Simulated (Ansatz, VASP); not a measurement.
**BN: VASP beside Ansatz**

```
B N
1.0
    -2.50644    0.00000    0.00000
    -1.25322   -2.17064    0.00000
     0.00000    0.00000   13.98369
B N
4 4
Direct
  0.33333 0.33333 0.82807
  0.33333 0.33333 0.35489
  0.66667 0.66667 0.11830
  0.66667 0.66667 0.59148
  0.33333 0.33333 0.11830
  0.33333 0.33333 0.59148
  0.66667 0.66667 0.82807
  0.66667 0.66667 0.35489
```

Alike in both runs: task single point; functional PBE; dispersion D3(BJ); k mesh 10 × 10 × 2; occupations gaussian, width 0.05 eV; no spin polarisation.

```csv
,VASP,Ansatz
version,VASP 6.6.1,Ansatz 0.2.0
potentials or method,"VASP PAW PBE potentials, release 64 (B, N), cutoff 520 eV","scalar-relativistic, plane waves, PAW"
valence electrons in the cell,32,32
```

|  | VASP | Ansatz | Ansatz less VASP |
| --- | --- | --- | --- |
| gap on the k mesh at the Fermi level (eV) | 4.29 | 4.29 | +0.008 |
| least direct gap on the mesh (eV) | 4.70 | 4.71 | +0.005 |
| pressure (GPa) | 0.0 | -0.1 | -0.06 |
| traceless stress, the component that is largest in VASP (GPa) | -0.57 | -0.39 | +0.184 |
| rms of the force components (eV/Å) | 0.015 | 0.014 | -0.0001 |

Atom by atom the forces differ by 0.000 eV/Å (rms over components).
